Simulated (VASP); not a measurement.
# HC4 in VASP: single point with PBE

Aim: the single point of HC4 with PBE.

All numbers are computed with VASP 6.6.1; they aren't measurements. Logs are shortened: lines on timing, memory, paths and dates and some standing lists are left out, and cuts for length are marked.

## 1. The cell of the first run

The cell holds a slab with vacuum, 10 atoms: a = 2.526 Å, b = 2.526 Å, c = 30.876 Å, α = 90.00°, β = 90.00°, γ = 120.00°.

## 2. Single point, PBE

Input file INCAR:

```
SYSTEM = HC4
PREC = Accurate ; ENCUT = 520
EDIFF = 1E-6 ; ISMEAR = 0
SIGMA = 0.03 ; LREAL = .FALSE.
LASPH = .TRUE. ; NELM = 120
ALGO = Normal ; ISIF = 2
LWAVE = .FALSE. ; LCHARG = .FALSE.
LDIPOL = .TRUE. ; IDIPOL = 3
DIPOL = 0.5 0.5 0.500 ; GGA = PE
NBANDS = 28 ; GGA_COMPAT = .FALSE.
NELMDL = -8
```

Input file KPOINTS:

```
Automatic mesh
0
G
  12 12 1
  0 0 0
```

Input file POSCAR:

```
HC4
1.0
    2.5255209870      0.0000000290      0.0000000000
   -1.2627605186      2.1871653180      0.0000000000
    0.0000000000      0.0000000000     30.8763878861
C H
8 2
Direct
    1.0000000000      0.0000000000      0.3921836355
    0.6666666667      0.3333333333      0.4079786937
    0.6666666667      0.3333333333      0.4582858441
    0.3333333333      0.6666666667      0.4749442423
    0.3333333333      0.6666666667      0.5250557566
    0.0000000000      0.0000000000      0.5417141552
    0.0000000000      0.0000000000      0.5920213070
    0.6666666667      0.3333333333      0.6078163631
    0.6666666667      0.3333333333      0.6437407108
    1.0000000000      0.0000000000      0.3562592892
```

Potentials or basis: VASP PAW PBE potentials, release 64 (C, H).

Launch:

```console
$ cat potpaw_PBE.64/C/POTCAR potpaw_PBE.64/H/POTCAR > POTCAR
$ mpirun -np 1 vasp_std > vasp.out
```

OUTCAR:

```text
SYSTEM = HC4
   PREC = Accurate
   ENCUT = 520
   EDIFF = 1E-6
   ISMEAR = 0
   LREAL = .FALSE.
   LASPH = .TRUE.
   NELM = 120
   ISIF = 2
   GGA = PE
   NELMDL = -8

 ion  position               nearest neighbor table
   1  0.000  0.000  0.392-  10 1.11   2 1.54   2 1.54   2 1.54
   2  0.667  0.333  0.408-   1 1.54   1 1.54   1 1.54   3 1.55
   3  0.667  0.333  0.458-   4 1.55   4 1.55   4 1.55   2 1.55
   4  0.333  0.667  0.475-   3 1.55   3 1.55   3 1.55   5 1.55
   5  0.333  0.667  0.525-   6 1.55   6 1.55   6 1.55   4 1.55
   6  0.000  0.000  0.542-   5 1.55   5 1.55   5 1.55   7 1.55
   7  0.000  0.000  0.592-   8 1.54   8 1.54   8 1.54   6 1.55
   8  0.667  0.333  0.608-   9 1.11   7 1.54   7 1.54   7 1.54
   9  0.667  0.333  0.644-   8 1.11
  10  0.000  0.000  0.356-   1 1.11

  LATTYP: Found a hexagonal cell.
 ALAT       =     2.5255209870
 C/A-ratio  =    12.2257498730

  Lattice vectors:

 A1 = (   2.5255209870,   0.0000000290,   0.0000000000)
 A2 = (  -1.2627605186,   2.1871653180,   0.0000000000)
 A3 = (   0.0000000000,   0.0000000000,  30.8763878861)

Analysis of symmetry for initial positions (statically):
=====================================================================
 Subroutine PRICEL returns:
 Original cell was already a primitive cell.

 Routine SETGRP: Setting up the symmetry group for a
 hexagonal supercell.

 Subroutine GETGRP returns: Found 12 space group operations
 (whereof  6 operations were pure point group operations)
 out of a pool of 24 trial point group operations.

The static configuration has the point symmetry C_3v.
 The point group associated with its full space group is D_3d.

Analysis of symmetry for dynamics (positions and initial velocities):
=====================================================================
 Subroutine PRICEL returns:
 Original cell was already a primitive cell.

 Routine SETGRP: Setting up the symmetry group for a
 hexagonal supercell.

 Subroutine GETGRP returns: Found 12 space group operations
 (whereof  6 operations were pure point group operations)
 out of a pool of 24 trial point group operations.

The dynamic configuration has the point symmetry C_3v.
 The point group associated with its full space group is D_3d.

 Subroutine INISYM returns: Found 12 space group operations
 (whereof  6 operations are pure point group operations),
 and found     1 'primitive' translations

----------------------------------------------------------------------------------------

                                     Primitive cell

  volume of cell :     170.5529

  direct lattice vectors                    reciprocal lattice vectors
     2.525520987  0.000000029  0.000000000     0.395957903  0.228606408  0.000000000
    -1.262760519  2.187165318  0.000000000    -0.000000005  0.457212807  0.000000000
     0.000000000  0.000000000 30.876387886     0.000000000  0.000000000  0.032387208

  length of vectors
     2.525520987  2.525520987 30.876387886     0.457212807  0.457212807  0.032387208

  position of ions in fractional coordinates (direct lattice)
     0.000000000  0.000000000  0.392183635
     0.666666667  0.333333333  0.407978694
     0.666666667  0.333333333  0.458285844
     0.333333333  0.666666667  0.474944242
     0.333333333  0.666666667  0.525055757
     0.000000000  0.000000000  0.541714155
     0.000000000  0.000000000  0.592021307
     0.666666667  0.333333333  0.607816363
     0.666666667  0.333333333  0.643740711
     0.000000000  0.000000000  0.356259289

  ion indices of the primitive-cell ions
   primitive index   ion index
                 1           1
                 2           2
                 3           3
                 4           4
                 5           5
                 6           6
                 7           7
                 8           8
                 9           9
                10          10

----------------------------------------------------------------------------------------

 KPOINTS: Automatic mesh

Automatic generation of k-mesh.
 Grid dimensions read from file:
 generate k-points for:   12   12    1

 Generating k-lattice:

  Cartesian coordinates                     Fractional coordinates (reciprocal lattice)
     0.032996492  0.019050534  0.000000000     0.083333333  0.000000000  0.000000000
    -0.000000000  0.038101067  0.000000000    -0.000000000  0.083333333  0.000000000
     0.000000000  0.000000000  0.032387208     0.000000000  0.000000000  1.000000000

  Length of vectors
     0.038101067  0.038101067  0.032387208

  Shift w.r.t. Gamma in fractional coordinates (k-lattice)
     0.000000000  0.000000000  0.000000000

 Subroutine IBZKPT returns following result:
 ===========================================

 Found     19 irreducible k-points:

 Following reciprocal coordinates:
            Coordinates               Weight
  0.000000  0.000000  0.000000      1.000000
  0.083333  0.000000  0.000000      6.000000
  0.166667  0.000000  0.000000      6.000000
  0.250000  0.000000  0.000000      6.000000
  0.333333  0.000000  0.000000      6.000000
  0.416667  0.000000  0.000000      6.000000
[... 11 lines left out ...]
  0.333333  0.250000  0.000000     12.000000
  0.333333  0.333333  0.000000      2.000000
   k-points           NKPTS =     19   k-points in BZ     NKDIM =     19   number of bands    NBANDS=     28
   number of dos      NEDOS =    301   number of ions     NIONS =     10
   total plane-waves  NPLWV =  96000
   dimension x,y,z NGX =    20 NGY =   20 NGZ =  240
   dimension x,y,z NGXF=    40 NGYF=   40 NGZF=  480
   ions per type =               8   2
   NGX,Y,Z   is equivalent  to a cutoff of  13.17, 13.17, 12.92 a.u.
   NGXF,Y,Z  is equivalent  to a cutoff of  26.33, 26.33, 25.84 a.u.
 SYSTEM =  HC4
   PREC   = accura    normal or accurate (medium, high low for compatibility)
   ISTART =      0    job   : 0-new  1-cont  2-samecut
   ICHARG =      2    charge: 1-file 2-atom 10-const
   ISPIN  =      1    spin polarized calculation?
   LNONCOLLINEAR =      F non collinear calculations
   LSORBIT =      F    spin-orbit coupling
   LASPH  =      T    aspherical Exc in radial PAW
   ENCUT  =  520.0 eV  38.22 Ry    6.18 a.u.   4.70  4.70 57.41*2*pi/ulx,y,z
   NELM   =    120;   NELMIN=  2; NELMDL= -8     # of ELM steps
   EDIFF  = 0.1E-05   stopping-criterion for ELM
   LREAL  =      F    real-space projection
   EDIFFG = 0.1E-04   stopping-criterion for IOM
   NSW    =      0    number of steps for IOM
   IBRION =     -1    ionic relax: 0-MD 1-quasi-New 2-CG
   NFREE  =      0    steps in history (QN), initial steepest desc. (CG)
   ISIF   =      2    stress and relaxation
   ISYM   =      2    0-nonsym 1-usesym 2-fastsym
   POTIM  = 0.5000    time-step for ionic-motion
   TEBEG  =    0.0;   TEEND  =   0.0 temperature during run
   PSTRESS=    0.0 pullay stress
   NELECT =      34.0000    total number of electrons
   NUPDOWN=      -1.0000    fix difference up-down
   EMIN   =  10.00;   EMAX   =-10.00  energy-range for DOS
   EFERMI =   0.00;   METHOD = LEGACY
   ISMEAR =     0;   SIGMA  =   0.03  broadening in eV -4-tet -1-fermi 0-gaus
   EFERMI_NEDOS =   21; number of points for ismear=-14 and -15
   IALGO  =     38    algorithm
   IMIX   =      4    mixing-type and parameters
     AMIX     =   0.40;   BMIX     =  1.00
     AMIX_MAG =   1.60;   BMIX_MAG =  1.00
  volume/ion in A,a.u.               =      17.06       115.09
  Fermi-wavevector in a.u.,A,eV,Ry     =   0.956345  1.807231 12.443841  0.914597
  Thomas-Fermi vector in A             =   2.085265
   LORBIT       =      0    0 simple, 1 ext, 2 COOP (PROOUT), +10 PAW based schemes
   GGA     = PE    functional components
   LHFCALC =     F    Hartree Fock is set to
   AEXX    =    0.0000 exact exchange contribution
   IVDW    =     0    specifies the selected vdW correction
   LEPSILON=     F    determine dielectric tensor
   LRPA    =     F    only Hartree local field effects (RPA)
 non-spin polarized calculation
 Gauss-broadening in eV      SIGMA  =   0.03
  energy-cutoff  :      520.00
  volume of cell :      170.55
 maximum number of plane-waves:      4627
 NGX is ok and might be reduce to    20
   NGX =  9   NGY =  9   NGZ =115

 number of electron      33.9999999 magnetization

 dipolmoment           0.000000      0.000000      0.000000 electrons x Angstroem

 Free energy of the ion-electron system (eV)
  ---------------------------------------------------
  ext. energy  EPLUGINS =         0.00000000
  ---------------------------------------------------
  free energy    TOTEN  =       -80.18783449 eV

  energy without entropy =      -80.18783449  energy(sigma->0) =      -80.18783449

 E-fermi :   0.1530     XC(G=0):  -4.4469

 val. band max:       -0.0523767895   @ k =   0.0000   0.0000   0.0000
 cond. band min:       2.7361727028   @ k =   0.0000   0.0000   0.0000
 fundamental gap:      2.7885494924
 Fermi energy:         0.1529747210

 k-point     1 :       0.0000    0.0000    0.0000
  band No.  band energies     occupation
      1     -20.7904      2.00000
      2     -19.8531      2.00000
      3     -18.3492      2.00000
      4     -16.4934      2.00000
      5     -12.2637      2.00000
      6      -9.9368      2.00000
[... 20 lines left out ...]
     27       6.5950      0.00000
     28       7.5173      0.00000

 k-point     2 :       0.0833    0.0000    0.0000
  band No.  band energies     occupation
      1     -20.6204      2.00000
      2     -19.6851      2.00000
      3     -18.1850      2.00000
      4     -16.3359      2.00000
      5     -12.1103      2.00000
      6      -9.8007      2.00000
[... 519 lines left out ...]
 k-point    19 :       0.3333    0.3333    0.0000
  band No.  band energies     occupation
      1     -13.6440      2.00000
      2     -13.5755      2.00000
      3     -13.5755      2.00000
      4     -12.3178      2.00000
      5     -12.3178      2.00000
      6     -11.0429      2.00000
[... 20 lines left out ...]
     27      12.7115      0.00000
     28      12.7123      0.00000

------------------------ aborting loop because EDIFF is reached ----------------------------------------

 vacuum level on the upper side and lower side of the slab       (xc-potential included)        -0.009        -0.009

  FORCE on cell =-STRESS in cart. coord.  units (eV):
  Direction    XX          YY          ZZ          XY          YZ          ZX
  --------------------------------------------------------------------------------------
  -------------------------------------------------------------------------------------
  Total        0.4907085      0.4907085      0.1644155      0.0000000      0.0000000     -0.0000000
  in kB        4.6097261      4.6097261      1.5445229      0.0000000      0.0000000     -0.0000000
  external PRESSURE =       3.5879917 kB  Pullay stress =       0.0000000 kB

 VOLUME and BASIS-vectors are now :
 -----------------------------------------------------------------------------
  energy-cutoff  :      520.00
  volume of cell :      170.55
      direct lattice vectors                 reciprocal lattice vectors
     2.525520987  0.000000029  0.000000000     0.395957903  0.228606408  0.000000000
    -1.262760519  2.187165318  0.000000000    -0.000000005  0.457212807  0.000000000
     0.000000000  0.000000000 30.876387886     0.000000000  0.000000000  0.032387208

 POSITION                                       TOTAL-FORCE (eV/Angst)
 -----------------------------------------------------------------------------------
      0.00000      0.00000     12.10921        -0.000000     -0.000000     -0.001019
      1.26276      0.72906     12.59691        -0.000000     -0.000000     -0.001926
      1.26276      0.72906     14.15021         0.000000     -0.000000     -0.000453
     -0.00000      1.45811     14.66456         0.000000     -0.000000     -0.001285
     -0.00000      1.45811     16.21183        -0.000000      0.000000      0.001285
      0.00000      0.00000     16.72618        -0.000000      0.000000      0.000453
      0.00000      0.00000     18.27948         0.000000      0.000000      0.001926
      1.26276      0.72906     18.76717         0.000000      0.000000      0.001019
      1.26276      0.72906     19.87639        -0.000000     -0.000000      0.026636
      0.00000      0.00000     11.00000         0.000000     -0.000000     -0.026636
 -----------------------------------------------------------------------------------
    total drift:                               -0.000000     -0.000000      0.000042

  FREE ENERGIE OF THE ION-ELECTRON SYSTEM (eV)
  ---------------------------------------------------
  free  energy   TOTEN  =       -80.1878344876 eV

  energy  without entropy=      -80.1878344876  energy(sigma->0) =      -80.18783449

 vacuum level on the upper side and lower side of the slab         3.547         3.547
```

Run time: 5.8 min. Hardware: 1 thread of Intel Xeon 8259CL, shared host; peak memory 0.33 GiB.

What came out:

```
Free energy            : -80.1878 eV
Largest force          : 0.027 eV/Å
Band gap on the k mesh : 2.79 eV
```

Forces in eV/Å, atoms in the order of the input:
```
C    0.000  0.000 -0.001
C    0.000  0.000 -0.002
C    0.000  0.000  0.000
C    0.000  0.000 -0.001
C    0.000  0.000  0.001
C    0.000  0.000  0.000
C    0.000  0.000  0.002
C    0.000  0.000  0.001
H    0.000  0.000  0.027
H    0.000  0.000 -0.027
```

Levels at points of the mesh, in eV from the valence-band top:
```
           k point  band 13  band 14  band 15  band 16  band 17  band 18  band 19  band 20  band 21  band 22
(0.00, 0.00, 0.00)    -1.02    -0.83    -0.83     0.00     0.00     2.79     2.97     3.75     4.10     4.72
(0.50, 0.00, 0.00)    -4.92    -4.44    -3.87    -2.94    -2.85     5.31     5.62     6.12     7.03     7.31
```
